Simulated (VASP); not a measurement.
Write the native input for VASP 6.6.1 that does the following.

```
Task                   : relaxation of shape and atoms at fixed volume
Functional             : PBE
Potentials or basis    : VASP PAW PBE potentials, release 64 (Ta_pv, N)
Cutoff                 : 600 eV
k mesh                 : 24 × 24 × 20
Occupations            : gaussian, width 0.1 eV
Spin                   : no spin polarisation
Dipole correction      : no
Further INCAR settings : ALGO = Normal; EDIFF = 1e-06; IBRION = 2; EDIFFG = -0.01; NSW = 50; ISIF = 4
```

The structure of TaN lies in POSCAR:

```
TaN
1.0
    2.9204062555      0.0000000000      0.0000000000
   -1.4602031277      2.5291460066      0.0000000000
    0.0000000000      0.0000000000      2.8684839146
Ta N
1 1
Direct
    0.3333333333      0.6666666667      0.5000000000
    0.0000000000      0.0000000000      0.0000000000
```

This cell differs from its parent crystal: volume scaled by 0.97.

The input as run:

INCAR

```
SYSTEM = TaN
PREC     = Accurate       ! precision mode
ENCUT    = 600            ! plane-wave cutoff, eV
EDIFF    = 1E-6           ! SCF threshold, eV
ISMEAR   = 0              ! smearing method
SIGMA    = 0.1            ! smearing width, eV
LREAL    = .FALSE.        ! projectors in reciprocal space
LASPH    = .TRUE.         ! aspherical terms in the spheres
NELM     = 80             ! most SCF steps
ALGO     = Normal         ! electronic algorithm
ISIF     = 4              ! what is computed and relaxed
LWAVE    = .FALSE.        ! write WAVECAR
LCHARG   = .FALSE.        ! write CHGCAR
GGA      = PE             ! functional
IBRION   = 2              ! ionic algorithm
NSW      = 50             ! ionic steps
EDIFFG   = -0.01          ! ionic threshold
```

KPOINTS

```
Automatic mesh
0
G
  24 24 20
  0 0 0
```

Potentials or basis: VASP PAW PBE potentials, release 64 (Ta_pv, N).

Command:

```console
$ cat potpaw_PBE.64/Ta_pv/POTCAR potpaw_PBE.64/N/POTCAR > POTCAR
$ mpirun -np 1 vasp_std > vasp.out
```

Results of the run:

| Item | Value |
| --- | --- |
| Energy gained by relaxing | 0.1 meV/atom |
| Ionic steps | 3 |
| Pressure after relaxing | 11.6 GPa |
| Band gap on the k mesh | zero (band 8 reaches 8.86 eV, above the bottom of band 9 at 8.34 eV) |

Caveat: spin-orbit coupling is left out, which moves the levels of the heavy elements.

Wall time 2.2 min on 1 thread of AMD EPYC 9R45 96-Core Processor (Zen 5), with other jobs on the host, peak memory 0.31 GiB.
